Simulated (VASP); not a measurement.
Cd:

```
CELL_PARAMETERS angstrom
0.00000 2.21815 2.21815
2.21815 0.00000 2.21815
2.21815 2.21815 0.00000
ATOMIC_POSITIONS crystal
Cd 0.00000 0.00000 0.00000
```

Base run:

* Program: VASP 6.6.1
* Functional: BLYP
* Potentials or basis: VASP PAW PBE potentials, release 64 (Cd)
* Cutoff: 520 eV
* k mesh: 12 × 12 × 12
* Occupations: methfessel-paxton, width 0.05 eV
* Spin: no spin polarisation

Its results: band gap on the k mesh zero (band 6 reaches 5.18 eV, above the bottom of band 7 at 1.91 eV); pressure 7.7 GPa.

Question: The run is repeated on the same cell with these changes: functional from BLYP to PBEsol; further incar settings from ALGO = Normal; EDIFF = 1e-06; NBANDS = 12 to ALGO = Normal; EDIFF = 1e-07; NBANDS = 12. What comes out?

Answer: Band gap on the k mesh zero (band 6 reaches 4.67 eV, above the bottom of band 7 at 1.31 eV); pressure -2.0 GPa.

Caveats: the PAW data sets were made with another functional, which shifts forces and pressure a little.
